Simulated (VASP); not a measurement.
# Sb (I4_1/amd) in VASP: further runs, part 2 of 2

VASP 6.6.1.

**3. Single point, PBE (volume scaled by 0.4)**

The input, INCAR:

```
SYSTEM = Sb
  PREC = Accurate
  ENCUT = 520
  EDIFF = 1E-6
  ISMEAR = -1
  SIGMA = 0.08
  LREAL = .FALSE.
  LASPH = .TRUE.
  NELM = 60
  ALGO = Normal
  ISIF = 2
  LWAVE = .FALSE.
  LCHARG = .FALSE.
  GGA = PE
  NBANDS = 12
```

The input, KPOINTS:

```
Automatic mesh
0
G
  15 15 15
  0 0 0
```

The input, POSCAR:

```
Sb
1.0
   -2.2222767226      2.2222767226      1.1951895869
    2.2222767226     -2.2222767226      1.1951895869
    2.2222767226      2.2222767226     -1.1951895869
Sb
2
Direct
   -0.3750000000     -0.1250000000     -0.2500000000
    0.3750000000      0.1250000000      0.2500000000
```

Potentials or basis: VASP PAW PBE potentials, release 64 (Sb).

The run is started by

```console
> cat potpaw_PBE.64/Sb/POTCAR > POTCAR
> mpirun -np 1 vasp_std > vasp.out
```

OUTCAR:

```text
SYSTEM = Sb
   PREC = Accurate
   ENCUT = 520
   EDIFF = 1E-6
   ISMEAR = -1
   LREAL = .FALSE.
   LASPH = .TRUE.
   NELM = 60
   ISIF = 2
   GGA = PE

 ion  position               nearest neighbor table
   1  0.625  0.875  0.750-   2 2.30   2 2.30   2 2.30   2 2.30   2 2.86   2 2.86   2 2.86   2 2.86
                             2 3.72   2 3.72
   2  0.375  0.125  0.250-   1 2.30   1 2.30   1 2.30   1 2.30   1 2.86   1 2.86   1 2.86   1 2.86
                             1 3.72   1 3.72

  LATTYP: Found a body centered tetragonal cell.
 ALAT       =     4.4445534452
 C/A-ratio  =     0.5378221239

  Lattice vectors:

 A1 = (  -2.2222767226,   2.2222767226,   1.1951895869)
 A2 = (   2.2222767226,  -2.2222767226,   1.1951895869)
 A3 = (   2.2222767226,   2.2222767226,  -1.1951895869)

Analysis of symmetry for initial positions (statically):
=====================================================================
 Subroutine PRICEL returns:
 Original cell was already a primitive cell.

 Routine SETGRP: Setting up the symmetry group for a
 body centered tetragonal supercell.

 Subroutine GETGRP returns: Found 16 space group operations
 (whereof  4 operations were pure point group operations)
 out of a pool of 16 trial point group operations.

The static configuration has the point symmetry C_2h.
 The point group associated with its full space group is D_4h.

Analysis of symmetry for dynamics (positions and initial velocities):
=====================================================================
 Subroutine PRICEL returns:
 Original cell was already a primitive cell.

 Routine SETGRP: Setting up the symmetry group for a
 body centered tetragonal supercell.

 Subroutine GETGRP returns: Found 16 space group operations
 (whereof  4 operations were pure point group operations)
 out of a pool of 16 trial point group operations.

The dynamic configuration has the point symmetry C_2h.
 The point group associated with its full space group is D_4h.

 Subroutine INISYM returns: Found 16 space group operations
 (whereof  4 operations are pure point group operations),
 and found     1 'primitive' translations

[... 118 lines left out ...]
   LORBIT       =      0    0 simple, 1 ext, 2 COOP (PROOUT), +10 PAW based schemes
   GGA     = PE    functional components
   LHFCALC =     F    Hartree Fock is set to
   AEXX    =    0.0000 exact exchange contribution
   IVDW    =     0    specifies the selected vdW correction
   LEPSILON=     F    determine dielectric tensor
   LRPA    =     F    only Hartree local field effects (RPA)
 non-spin polarized calculation
  energy-cutoff  :      520.00
  volume of cell :       23.61
 maximum number of plane-waves:       653
 NGX is ok and might be reduce to    28
   NGX = 13   NGY = 13   NGZ = 13

 number of electron      10.0000000 magnetization

 Free energy of the ion-electron system (eV)
  ---------------------------------------------------
  ext. energy  EPLUGINS =         0.00000000
  ---------------------------------------------------
  free energy    TOTEN  =        11.34068807 eV

  energy without entropy =       11.35880874  energy(sigma->0) =       11.34974841

 E-fermi :  25.4580     XC(G=0): -14.1871

 val. band max:       25.4577652606   @ k =   0.4667   0.4000   0.0667
 cond. band min:      25.4601877560   @ k =  -0.2000   0.2000   0.1333
 fundamental gap:      0.0024224954
 Fermi energy:        25.4579600748

 k-point     1 :       0.0000    0.0000    0.0000
  band No.  band energies     occupation
      1       1.4508      2.00000
      2      16.5925      2.00000
      3      16.5925      2.00000
      4      20.7171      2.00000
      5      23.6866      2.00000
      6      31.6544      0.00000
      7      31.6544      0.00000
      8      35.0396      0.00000
      9      36.0770      0.00000
     10      36.1616      0.00000
     11      36.1709      0.00000
     12      36.1720      0.00000
[... 331 lines left out ...]
 k-point    24 :       0.2000    0.1333   -0.0000
  band No.  band energies     occupation
      1       5.3541      2.00000
      2      16.5633      2.00000
      3      19.5709      2.00000
      4      20.5990      2.00000
      5      22.9269      2.00000
      6      25.1746      1.94369
      7      26.5949      0.00000
      8      27.4253      0.00000
      9      28.5262      0.00000
     10      32.1009      0.00000
     11      33.6996      0.00000
     12      38.7373      0.00000

 [... further k-points ...]
[... 5 lines left out ...]
  --------------------------------------------------------------------------------------
  -------------------------------------------------------------------------------------
  Total       59.4412335     59.4412335     60.0559388      0.0000000     -0.0000000      0.0000000
  in kB     4033.7161036   4033.7161036   4075.4303594      0.0000000     -0.0000000      0.0000000
  external PRESSURE =    4047.6208555 kB  Pullay stress =       0.0000000 kB

 VOLUME and BASIS-vectors are now :
 -----------------------------------------------------------------------------
  energy-cutoff  :      520.00
  volume of cell :       23.61
      direct lattice vectors                 reciprocal lattice vectors
    -2.222276723  2.222276723  1.195189587     0.000000000  0.224994482  0.418343672
     2.222276723 -2.222276723  1.195189587     0.224994482  0.000000000  0.418343672
     2.222276723  2.222276723 -1.195189587     0.224994482  0.224994482  0.000000000

 POSITION                                       TOTAL-FORCE (eV/Angst)
 -----------------------------------------------------------------------------------
      2.22228      1.11114      0.89639         0.000000     -0.000000     -0.000000
      0.00000      1.11114      0.29880        -0.000000      0.000000      0.000000
 -----------------------------------------------------------------------------------
    total drift:                               -0.000000      0.000000     -0.000000

  FREE ENERGIE OF THE ION-ELECTRON SYSTEM (eV)
  ---------------------------------------------------
  free  energy   TOTEN  =        11.3406880686 eV

  energy  without entropy=       11.3588087446  energy(sigma->0) =       11.34974841
```

OSZICAR:

```text
N       E                     dE             d eps       ncg     rms          rms(c)
DAV:   1     0.620032719743E+02    0.62003E+02   -0.37801E+03  6912   0.702E+02
DAV:   2     0.123654140020E+02   -0.49638E+02   -0.48330E+02  8944   0.141E+02
DAV:   3     0.107300220928E+02   -0.16354E+01   -0.16185E+01  8484   0.264E+01
DAV:   4     0.107187706938E+02   -0.11251E-01   -0.11249E-01  8152   0.267E+00
DAV:   5     0.107186870359E+02   -0.83658E-04   -0.83658E-04  8452   0.235E-01    0.125E+01
DAV:   6     0.111364215047E+02    0.41773E+00   -0.79482E-02  7596   0.183E+00    0.834E+00
DAV:   7     0.113261562817E+02    0.18973E+00   -0.17464E-01  7812   0.276E+00    0.263E-01
DAV:   8     0.113406280403E+02    0.14472E-01   -0.17333E-02  7312   0.863E-01    0.434E-02
DAV:   9     0.113406501165E+02    0.22076E-04   -0.17837E-04  8876   0.973E-02    0.402E-02
DAV:  10     0.113406887867E+02    0.38670E-04   -0.79943E-06  7792   0.203E-02    0.303E-02
DAV:  11     0.113406875839E+02   -0.12028E-05   -0.46077E-07  5920   0.443E-03    0.834E-04
DAV:  12     0.113406880686E+02    0.48462E-06   -0.44044E-08  4060   0.182E-03
   1 F= 0.11340688E+02 E0= 0.11349748E+02  d E =-.181207E-01
```

Run time: 89 s. Hardware: 1 thread of Intel Xeon Platinum 8259CL at 2.50GHz (Skylake/Cascade Lake), shared host; peak memory 0.21 GiB.

Results:

```
Free energy            : 11.3407 eV
Pressure               : 404.8 GPa
Band gap on the k mesh : zero (band 5 reaches 30.84 eV, above the bottom of band 6 at 23.43 eV)
```

Caveat: spin-orbit coupling is left out, which moves the levels of the heavy elements.

**4. Single point, PBE (volume scaled by 0.45)**

The input, INCAR:

```
SYSTEM = Sb
PREC = Accurate
ENCUT = 520
EDIFF = 1E-6
ISMEAR = -1
SIGMA = 0.08
LREAL = .False.
LASPH = .True.
NELM = 100
ALGO = Normal
ISIF = 2
LWAVE = .False.
LCHARG = .False.
GGA = PE
NBANDS = 12
```

The input, KPOINTS:

```
Automatic mesh
0
Gamma
  15 15 15
  0 0 0
```

The input, POSCAR:

```
Sb
1.0
   -2.3129277181      2.3129277181      1.2412563298
    2.3129277181     -2.3129277181      1.2412563298
    2.3129277181      2.3129277181     -1.2412563298
Sb
2
Direct
   -0.3750000000     -0.1250000000     -0.2500000000
    0.3750000000      0.1250000000      0.2500000000
```

The run is started by

```console
> cat potpaw_PBE.64/Sb/POTCAR > POTCAR
> mpirun -np 1 vasp_std > vasp.out
```

Run time: 86 s. Hardware: 1 thread of Intel Xeon Platinum 8259CL at 2.50GHz (Skylake/Cascade Lake), shared host; peak memory 0.22 GiB.

Results (log left out):

```
Free energy            : 5.2151 eV
Pressure               : 270.9 GPa
Band gap on the k mesh : zero (band 5 reaches 27.40 eV, above the bottom of band 6 at 20.64 eV)
```

Stress tensor (GPa, compression positive):
```
270.43   0.00   0.00
  0.00 270.43   0.00
  0.00   0.00 271.89
```

Levels at points of the mesh, in eV from the Fermi level:
```csv
k point,band 3,band 4,band 5,band 6,band 7,band 8
"(0.00, 0.00, 0.00)",-8.01,-5.35,-1.30,6.09,6.09,8.94
```

Caveat: spin-orbit coupling is left out, which moves the levels of the heavy elements.

**5. Single point, PBE (volume scaled by 0.55)**

The input, INCAR:

```
PREC = Accurate
ENCUT = 520
EDIFF = 1E-6
ISMEAR = -1
SIGMA = 0.08
LREAL = False
LASPH = True
NELM = 60
ALGO = Normal
ISIF = 2
LWAVE = False
LCHARG = True
GGA = PE
LELF = True
LVHAR = True
NBANDS = 12
```

The input, KPOINTS:

```
Automatic mesh
0
Gamma
  15 15 15
```

The input, POSCAR:

```
Sb
1.0
   -2.4764158749      2.4764158749      1.3233923341
    2.4764158749     -2.4764158749      1.3233923341
    2.4764158749      2.4764158749     -1.3233923341
Sb
2
Direct
   -0.3750000000     -0.1250000000     -0.2500000000
    0.3750000000      0.1250000000      0.2500000000
```

Potentials or basis: VASP PAW PBE potentials, release 64 (Sb).

The run is started by

```console
> cat potpaw_PBE.64/Sb/POTCAR > POTCAR
> mpirun -np 1 vasp_std > vasp.out
```

OUTCAR:

```text
PREC = Accurate
   ENCUT = 520
   EDIFF = 1E-6
   ISMEAR = -1
   LREAL = False
   LASPH = True
   NELM = 60
   ISIF = 2
   GGA = PE

 ion  position               nearest neighbor table
   1  0.625  0.875  0.750-   2 2.56   2 2.56   2 2.56   2 2.56   2 3.17   2 3.17   2 3.17   2 3.17

   2  0.375  0.125  0.250-   1 2.56   1 2.56   1 2.56   1 2.56   1 3.17   1 3.17   1 3.17   1 3.17

  LATTYP: Found a body centered tetragonal cell.
 ALAT       =     4.9528317498
 C/A-ratio  =     0.5343982598

  Lattice vectors:

[... 539 lines left out ...]
      7      18.9117      0.00000
      8      19.4377      0.00000
      9      20.9793      0.00000
     10      23.4130      0.00000
     11      24.9210      0.00000
     12      29.8977      0.00000

 [... further k-points ...]
[... 5 lines left out ...]
  --------------------------------------------------------------------------------------
  -------------------------------------------------------------------------------------
  Total       26.2175057     26.2175057     26.3321643      0.0000000     -0.0000000     -0.0000000
  in kB     1293.9163139   1293.9163139   1299.5750755      0.0000000     -0.0000000     -0.0000000
  external PRESSURE =    1295.8025678 kB  Pullay stress =       0.0000000 kB

 VOLUME and BASIS-vectors are now :
 -----------------------------------------------------------------------------
  energy-cutoff  :      520.00
  volume of cell :       32.46
      direct lattice vectors                 reciprocal lattice vectors
    -2.476415875  2.476415875  1.323392334     0.000000000  0.201904698  0.377816908
     2.476415875 -2.476415875  1.323392334     0.201904698  0.000000000  0.377816908
     2.476415875  2.476415875 -1.323392334     0.201904698  0.201904698  0.000000000

 POSITION                                       TOTAL-FORCE (eV/Angst)
 -----------------------------------------------------------------------------------
      2.47642      1.23821      0.99254        -0.000000     -0.000000     -0.000000
      0.00000      1.23821      0.33085         0.000000      0.000000      0.000000
 -----------------------------------------------------------------------------------
    total drift:                               -0.000000      0.000000     -0.000000

  FREE ENERGIE OF THE ION-ELECTRON SYSTEM (eV)
  ---------------------------------------------------
  free  energy   TOTEN  =        -1.8051414915 eV

  energy  without entropy=       -1.7870835184  energy(sigma->0) =       -1.79611250
```

Run time: 80 s. Hardware: 1 thread of Intel Xeon Platinum 8259CL at 2.50GHz (Skylake/Cascade Lake), shared host; peak memory 0.23 GiB.

What came out:

```yaml
Free_energy: -1.8051 eV
Pressure: 129.6 GPa
Band_gap_on_the_k_mesh: zero (band 5 reaches 22.14 eV, above the bottom of band 6 at 14.80 eV)
```

Caveat: spin-orbit coupling is left out, which moves the levels of the heavy elements.

**6. Summary**

| cell | gap on the mesh (eV) | pressure (GPa) |
| --- | --- | --- |
| a = 3.362 Å, angles 97.3, 97.3, 138.4°, 2 atoms | none | 404.8 |
| a = 3.499 Å, angles 97.2, 97.2, 138.4°, 2 atoms | none | 270.9 |
| a = 3.744 Å, angles 97.2, 97.2, 138.6°, 2 atoms | none | 129.6 |

Alike in all rows: task single point; level PBE; potentials or basis VASP PAW PBE potentials, release 64 (Sb); no spin polarisation; k mesh 15 × 15 × 15; cutoff (eV) 520; smearing fermi-dirac 0.08 eV.

Caveats: spin-orbit coupling is left out, which moves the levels of the heavy elements.

Total energies depend on the potentials used, so only differences within one code and one set of settings carry meaning.
